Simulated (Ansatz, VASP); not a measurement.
**Co in VASP and in Ansatz**

```
Co
1.0
    -2.21403    2.21404    1.26004
     2.21404   -2.21403    1.26004
     2.21496    2.21496   -1.26001
Co
2
Direct
  0.00000 0.00000 0.00000
  0.75000 0.25000 0.50000
```

Alike in both runs: task single point; functional BLYP; k mesh 16 × 16 × 11; occupations fermi-dirac, width 0.1 eV; no spin polarisation.

```csv
,VASP,Ansatz
version,VASP 6.6.1,Ansatz 0.2.0
potentials or method,"VASP PAW PBE potentials, release 64 (Co), cutoff 520 eV","plane waves (420 eV) with PAW, scalar-relativistic"
valence electrons in the cell,18,34
```

Ansatz gave:

```
pressure (GPa)                                                : -6.4
traceless stress, the component that is largest in VASP (GPa) : 0.37
```

**Question.** Which values does VASP return?

**Answer.** Pressure (GPa): -6.5; traceless stress, the component that is largest in VASP (GPa): 0.41.

VASP's potentials were made for PBE, not for BLYP. With one functional, cell and mesh, what is left measures potentials, basis and numerics. VASP's potentials hold 18 valence electrons a cell and Ansatz's 34, so a difference there can come from the potentials and not from the codes. Ansatz's warnings: near symmetry operations not taken.
